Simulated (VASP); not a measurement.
# InSe (R3m) in VASP: notebook

Runs on InSe. Level: PBE. Tasks: single point.

The COD entry that gives the cell may itself be a prediction, so a difference from it is no test against experiment.

All numbers are computed with VASP 6.6.1; they aren't measurements. Logs are shortened: lines on timing, memory, paths and dates and some standing lists are left out, and cuts for length are marked.

### 1 The cell of the first run

Symmetry: R3m, No. 160, trigonal system. Conventional cell: a = 3.973 Å, b = 3.973 Å, c = 24.783 Å, α = 90.00°, β = 90.00°, γ = 120.00°. Within 3.5 Å of In (site symmetry 3m) lie 3 Se at 2.62 Å and 1 In at 2.78 Å. In (site symmetry 3m) has 3 Se at 2.62 Å and 1 In at 2.78 Å within 3.5 Å. Se (site symmetry 3m) has 3 In at 2.62 Å within 3.5 Å. Within 3.5 Å of Se (site symmetry 3m) lie 3 In at 2.62 Å.

### 2 Single point, PBE (volume scaled by 0.98)

Contents of INCAR:

```
SYSTEM = InSe
PREC = Accurate ; ENCUT = 520
EDIFF = 1E-6 ; ISMEAR = -1
SIGMA = 0.01 ; LREAL = .FALSE.
LASPH = .TRUE. ; NELM = 100
ALGO = Normal ; ISIF = 2
LWAVE = .FALSE. ; LCHARG = .FALSE.
GGA = PE ; NBANDS = 27
```

Contents of KPOINTS:

```
regular mesh
0
G
  7 7 7
  0 0 0
```

Contents of POSCAR:

```
InSe
1.0
    1.9865764294      1.1469504363      8.2608517410
   -1.9865764294      1.1469504363      8.2608517410
    0.0000000000     -2.2939008726      8.2608517410
In Se
2 2
Direct
    0.0000000000      0.0000000000      0.0000000000
    0.1122000000      0.1122000000      0.1122000000
    0.6155000000      0.6155000000      0.6155000000
    0.8300000000      0.8300000000      0.8300000000
```

Potentials or basis: VASP PAW PBE potentials, release 64 (In_d, Se).

On the command line:

```bash
$ cat potpaw_PBE.64/In_d/POTCAR potpaw_PBE.64/Se/POTCAR > POTCAR
$ mpirun -np 1 vasp_std > vasp.out
```

OUTCAR:

```text
SYSTEM = InSe
   PREC = Accurate
   ENCUT = 520
   EDIFF = 1E-6
   ISMEAR = -1
   LREAL = .FALSE.
   LASPH = .TRUE.
   NELM = 100
   ISIF = 2
   GGA = PE

 ion  position               nearest neighbor table
   1  0.000  0.000  0.000-   3 2.62   3 2.62   3 2.62   2 2.78
   2  0.112  0.112  0.112-   4 2.62   4 2.62   4 2.62   1 2.78
   3  0.615  0.615  0.615-   1 2.62   1 2.62   1 2.62
   4  0.830  0.830  0.830-   2 2.62   2 2.62   2 2.62

  LATTYP: Found a trigonal (rhomboedric) cell.
 ALAT       =     8.5734271269
 COS(alpha) =     0.8926179648

  Lattice vectors:

 A1 = (   1.9865764294,   1.1469504363,   8.2608517410)
 A2 = (  -1.9865764294,   1.1469504363,   8.2608517410)
 A3 = (   0.0000000000,  -2.2939008726,   8.2608517410)

Analysis of symmetry for initial positions (statically):
=====================================================================
 Subroutine PRICEL returns:
 Original cell was already a primitive cell.

 Routine SETGRP: Setting up the symmetry group for a
 trigonal (rhombohedral) supercell.

 Subroutine GETGRP returns: Found  6 space group operations
 (whereof  6 operations were pure point group operations)
 out of a pool of 12 trial point group operations.

The static configuration has the point symmetry C_3v.

Analysis of symmetry for dynamics (positions and initial velocities):
=====================================================================
 Subroutine PRICEL returns:
 Original cell was already a primitive cell.

 Routine SETGRP: Setting up the symmetry group for a
 trigonal (rhombohedral) supercell.

 Subroutine GETGRP returns: Found  6 space group operations
 (whereof  6 operations were pure point group operations)
 out of a pool of 12 trial point group operations.

The dynamic configuration has the point symmetry C_3v.

 Subroutine INISYM returns: Found  6 space group operations
 (whereof  6 operations are pure point group operations),
 and found     1 'primitive' translations

----------------------------------------------------------------------------------------

                                     Primitive cell

  volume of cell :     112.9343

  direct lattice vectors                    reciprocal lattice vectors
     1.986576429  1.146950436  8.260851741     0.251689284  0.145312876  0.040350964
    -1.986576429  1.146950436  8.260851741    -0.251689284  0.145312876  0.040350964
     0.000000000 -2.293900873  8.260851741     0.000000000 -0.290625752  0.040350964

  length of vectors
     8.573427127  8.573427127  8.573427127     0.293413579  0.293413579  0.293413579

  position of ions in fractional coordinates (direct lattice)
     0.000000000  0.000000000  0.000000000
     0.112200000  0.112200000  0.112200000
     0.615500000  0.615500000  0.615500000
     0.830000000  0.830000000  0.830000000

  ion indices of the primitive-cell ions
   primitive index   ion index
                 1           1
                 2           2
                 3           3
                 4           4

----------------------------------------------------------------------------------------

 KPOINTS: regular mesh

Automatic generation of k-mesh.
 Grid dimensions read from file:
 generate k-points for:    7    7    7

 Generating k-lattice:

  Cartesian coordinates                     Fractional coordinates (reciprocal lattice)
     0.035955612  0.020758982  0.005764423     0.142857143  0.000000000  0.000000000
    -0.035955612  0.020758982  0.005764423     0.000000000  0.142857143  0.000000000
     0.000000000 -0.041517965  0.005764423     0.000000000  0.000000000  0.142857143

  Length of vectors
     0.041916226  0.041916226  0.041916226

  Shift w.r.t. Gamma in fractional coordinates (k-lattice)
     0.000000000  0.000000000  0.000000000

 Subroutine IBZKPT returns following result:
 ===========================================

 Found     44 irreducible k-points:

 Following reciprocal coordinates:
            Coordinates               Weight
  0.000000  0.000000  0.000000      1.000000
  0.142857  0.000000  0.000000      6.000000
  0.285714 -0.000000  0.000000      6.000000
  0.428571 -0.000000  0.000000      6.000000
  0.142857  0.142857  0.000000      6.000000
  0.285714  0.142857  0.000000     12.000000
[... 16 lines left out ...]
  0.285714  0.285714  0.142857      6.000000
  0.428571  0.285714  0.142857     12.000000
 [... further k-points ...]
   k-points           NKPTS =     44   k-points in BZ     NKDIM =     44   number of bands    NBANDS=     27
   number of dos      NEDOS =    301   number of ions     NIONS =      4
   total plane-waves  NPLWV = 262144
   dimension x,y,z NGX =    64 NGY =   64 NGZ =   64
   dimension x,y,z NGXF=   128 NGYF=  128 NGZF=  128
   ions per type =               2   2
   NGX,Y,Z   is equivalent  to a cutoff of  12.41, 12.41, 12.41 a.u.
   NGXF,Y,Z  is equivalent  to a cutoff of  24.82, 24.82, 24.82 a.u.
 SYSTEM =  InSe
   PREC   = accura    normal or accurate (medium, high low for compatibility)
   ISTART =      0    job   : 0-new  1-cont  2-samecut
   ICHARG =      2    charge: 1-file 2-atom 10-const
   ISPIN  =      1    spin polarized calculation?
   LNONCOLLINEAR =      F non collinear calculations
   LSORBIT =      F    spin-orbit coupling
   LASPH  =      T    aspherical Exc in radial PAW
   ENCUT  =  520.0 eV  38.22 Ry    6.18 a.u.  15.94 15.94 15.94*2*pi/ulx,y,z
   NELM   =    100;   NELMIN=  2; NELMDL= -5     # of ELM steps
   EDIFF  = 0.1E-05   stopping-criterion for ELM
   LREAL  =      F    real-space projection
   EDIFFG = 0.1E-04   stopping-criterion for IOM
   NSW    =      0    number of steps for IOM
   IBRION =     -1    ionic relax: 0-MD 1-quasi-New 2-CG
   NFREE  =      0    steps in history (QN), initial steepest desc. (CG)
   ISIF   =      2    stress and relaxation
   ISYM   =      2    0-nonsym 1-usesym 2-fastsym
   POTIM  = 0.5000    time-step for ionic-motion
   TEBEG  =    0.0;   TEEND  =   0.0 temperature during run
   PSTRESS=    0.0 pullay stress
   NELECT =      38.0000    total number of electrons
   NUPDOWN=      -1.0000    fix difference up-down
   EMIN   =  10.00;   EMAX   =-10.00  energy-range for DOS
   EFERMI =   0.00;   METHOD = LEGACY
   ISMEAR =    -1;   SIGMA  =   0.01  broadening in eV -4-tet -1-fermi 0-gaus
   EFERMI_NEDOS =   21; number of points for ismear=-14 and -15
   IALGO  =     38    algorithm
   IMIX   =      4    mixing-type and parameters
     AMIX     =   0.40;   BMIX     =  1.00
     AMIX_MAG =   1.60;   BMIX_MAG =  1.00
  volume/ion in A,a.u.               =      28.23       190.53
  Fermi-wavevector in a.u.,A,eV,Ry     =   1.138660  2.151755 17.640584  1.296546
  Thomas-Fermi vector in A             =   2.275364
   LORBIT       =      0    0 simple, 1 ext, 2 COOP (PROOUT), +10 PAW based schemes
   GGA     = PE    functional components
   LHFCALC =     F    Hartree Fock is set to
   AEXX    =    0.0000 exact exchange contribution
   IVDW    =     0    specifies the selected vdW correction
   LEPSILON=     F    determine dielectric tensor
   LRPA    =     F    only Hartree local field effects (RPA)
 non-spin polarized calculation
  energy-cutoff  :      520.00
  volume of cell :      112.93
 maximum number of plane-waves:      3082
   NGX = 31   NGY = 31   NGZ = 31

 number of electron      37.9999993 magnetization

 Free energy of the ion-electron system (eV)
  ---------------------------------------------------
  ext. energy  EPLUGINS =         0.00000000
  ---------------------------------------------------
  free energy    TOTEN  =       -14.07075914 eV

  energy without entropy =      -14.07075914  energy(sigma->0) =      -14.07075914

 E-fermi :   4.5496     XC(G=0):  -9.0775

 val. band max:        4.3203512528   @ k =  -0.4286   0.4286   0.4286
 cond. band min:       5.1055459715   @ k =   0.4286   0.4286   0.4286
 fundamental gap:      0.7851947187
 Fermi energy:         4.5495964389

 k-point     1 :       0.0000    0.0000    0.0000
  band No.  band energies     occupation
      1     -10.4032      2.00000
      2     -10.2126      2.00000
      3     -10.2126      2.00000
      4     -10.1289      2.00000
      5     -10.1289      2.00000
      6     -10.1105      2.00000
[... 19 lines left out ...]
     26       9.9620      0.00000
     27      12.1495      0.00000

 k-point     2 :       0.1429    0.0000    0.0000
  band No.  band energies     occupation
      1     -10.4116      2.00000
      2     -10.2904      2.00000
      3     -10.2203      2.00000
      4     -10.2086      2.00000
      5     -10.1164      2.00000
      6     -10.1134      2.00000
[... 19 lines left out ...]
     26      10.4193      0.00000
     27      11.5308      0.00000

 k-point     3 :       0.2857   -0.0000    0.0000
  band No.  band energies     occupation
      1     -10.4902      2.00000
      2     -10.3634      2.00000
      3     -10.3368      2.00000
      4     -10.2055      2.00000
      5     -10.1297      2.00000
      6     -10.0788      2.00000
[... 19 lines left out ...]
     26      11.1013      0.00000
     27      11.5331      0.00000

 k-point     4 :       0.4286   -0.0000    0.0000
  band No.  band energies     occupation
      1     -10.5646      2.00000
      2     -10.4500      2.00000
      3     -10.3332      2.00000
      4     -10.2066      2.00000
      5     -10.1401      2.00000
      6     -10.0518      2.00000
[... 19 lines left out ...]
     26      10.9980      0.00000
     27      11.5251      0.00000
[... 516 lines left out ...]
      4     -10.2056      2.00000
      5     -10.1297      2.00000
      6     -10.0788      2.00000
[... 19 lines left out ...]
     26      11.0848      0.00000
     27      11.4240      0.00000

 k-point    23 :       0.2857    0.2857    0.1429
  band No.  band energies     occupation
      1     -10.4102      2.00000
      2     -10.2860      2.00000
      3     -10.2269      2.00000
      4     -10.2089      2.00000
      5     -10.1163      2.00000
      6     -10.1133      2.00000
[... 19 lines left out ...]
     26      10.3934      0.00000
     27      11.7825      0.00000

 k-point    24 :       0.4286    0.2857    0.1429
  band No.  band energies     occupation
      1     -10.4537      2.00000
      2     -10.3415      2.00000
      3     -10.3272      2.00000
      4     -10.2090      2.00000
      5     -10.1220      2.00000
      6     -10.0917      2.00000
[... 19 lines left out ...]
     26      11.0672      0.00000
     27      11.6154      0.00000

 [... further k-points ...]

------------------------ aborting loop because EDIFF is reached ----------------------------------------

  FORCE on cell =-STRESS in cart. coord.  units (eV):
  Direction    XX          YY          ZZ          XY          YZ          ZX
  --------------------------------------------------------------------------------------
  -------------------------------------------------------------------------------------
  Total        3.1187201      3.1187201      2.5598970     -0.0000000      0.0000000      0.0000000
  in kB       44.2446712     44.2446712     36.3167572     -0.0000000      0.0000000      0.0000000
  external PRESSURE =      41.6020332 kB  Pullay stress =       0.0000000 kB

 VOLUME and BASIS-vectors are now :
 -----------------------------------------------------------------------------
  energy-cutoff  :      520.00
  volume of cell :      112.93
      direct lattice vectors                 reciprocal lattice vectors
     1.986576429  1.146950436  8.260851741     0.251689284  0.145312876  0.040350964
    -1.986576429  1.146950436  8.260851741    -0.251689284  0.145312876  0.040350964
     0.000000000 -2.293900873  8.260851741     0.000000000 -0.290625752  0.040350964

 POSITION                                       TOTAL-FORCE (eV/Angst)
 -----------------------------------------------------------------------------------
      0.00000      0.00000      0.00000         0.000000      0.000000      0.313171
      0.00000      0.00000      2.78060         0.000000     -0.000000     -0.307915
      0.00000      0.00000     15.25366         0.000000      0.000000     -0.339954
      0.00000      0.00000     20.56952         0.000000     -0.000000      0.334698
 -----------------------------------------------------------------------------------
    total drift:                                0.000000     -0.000000      0.000644

  FREE ENERGIE OF THE ION-ELECTRON SYSTEM (eV)
  ---------------------------------------------------
  free  energy   TOTEN  =       -14.0707591368 eV

  energy  without entropy=      -14.0707591368  energy(sigma->0) =      -14.07075914
```

It took 3.1 min on 1 thread of Intel Xeon 6975P-C (Granite Rapids), shared host; peak memory 0.58 GiB.

What came out:

```yaml
Free_energy: -14.0708 eV
Pressure: 4.2 GPa
Largest_force: 0.340 eV/Å
Band_gap_on_the_k_mesh: 0.79 eV, indirect (the least direct gap lies 1.0 meV higher)
```

Forces in eV/Å, atoms in the order of the input:
```
In   0.000  0.000  0.313
In   0.000  0.000 -0.308
Se   0.000  0.000 -0.340
Se   0.000  0.000  0.335
```

Stress tensor (GPa, compression positive):
```
4.42 0.00 0.00
0.00 4.42 0.00
0.00 0.00 3.63
```

Levels at points of the mesh, in eV from the valence-band top:
| k point | band 15 | band 16 | band 17 | band 18 | band 19 | band 20 | band 21 | band 22 | band 23 | band 24 |
| --- | --- | --- | --- | --- | --- | --- | --- | --- | --- | --- |
| (0.00, 0.00, 0.00) | -1.49 | -1.22 | -1.22 | -1.09 | -1.09 | 1.97 | 2.29 | 4.54 | 4.54 | 5.31 |

Caveat: spin-orbit coupling is left out, which moves the levels of the heavy elements. A k mesh can miss the band edges.

### 3 Single point, PBE (volume scaled by 1.01)

Contents of INCAR:

```
ALGO = Normal
EDIFF = 1E-6
ENCUT = 520
GGA = PE
ISIF = 2
ISMEAR = -1
LASPH = T
LCHARG = F
LREAL = F
LWAVE = F
NBANDS = 27
NELM = 60
PREC = Accurate
SIGMA = 0.01
```

Contents of KPOINTS:

```
k-points
0
Gamma
  7 7 7
```

Contents of POSCAR:

```
InSe
1.0
    2.0066442162      1.1585365784      8.3443003359
   -2.0066442162      1.1585365784      8.3443003359
    0.0000000000     -2.3170731568      8.3443003359
In Se
2 2
Direct
    0.0000000000      0.0000000000      0.0000000000
    0.1122000000      0.1122000000      0.1122000000
    0.6155000000      0.6155000000      0.6155000000
    0.8300000000      0.8300000000      0.8300000000
```

Potentials or basis: VASP PAW PBE potentials, release 64 (In_d, Se).

On the command line:

```bash
$ cat potpaw_PBE.64/In_d/POTCAR potpaw_PBE.64/Se/POTCAR > POTCAR
$ mpirun -np 1 vasp_std > vasp.out
```

It took 2.9 min on 1 thread of Intel Xeon 6975P-C (Granite Rapids), shared host; peak memory 0.57 GiB.

It converged, with:

* Free energy: -14.1415 eV
* Pressure: 2.4 GPa
* Largest force: 0.192 eV/Å
* Band gap on the k mesh: 0.71 eV, indirect (least direct gap 0.72 eV)

Forces in eV/Å, atoms in the order of the input:
```
In   0.000  0.000  0.192
In   0.000  0.000 -0.189
Se   0.000  0.000 -0.107
Se   0.000  0.000  0.104
```

Stress tensor (GPa, compression positive):
```
2.60 0.00 0.00
0.00 2.60 0.00
0.00 0.00 1.94
```

Levels at points of the mesh, in eV from the valence-band top:
| k point | band 15 | band 16 | band 17 | band 18 | band 19 | band 20 | band 21 | band 22 | band 23 | band 24 |
| --- | --- | --- | --- | --- | --- | --- | --- | --- | --- | --- |
| (0.00, 0.00, 0.00) | -1.42 | -1.18 | -1.18 | -1.05 | -1.05 | 1.89 | 2.23 | 4.50 | 4.50 | 5.26 |

Caveat: spin-orbit coupling is left out, which moves the levels of the heavy elements. A k mesh can miss the band edges.

[end of part 1 of 2]
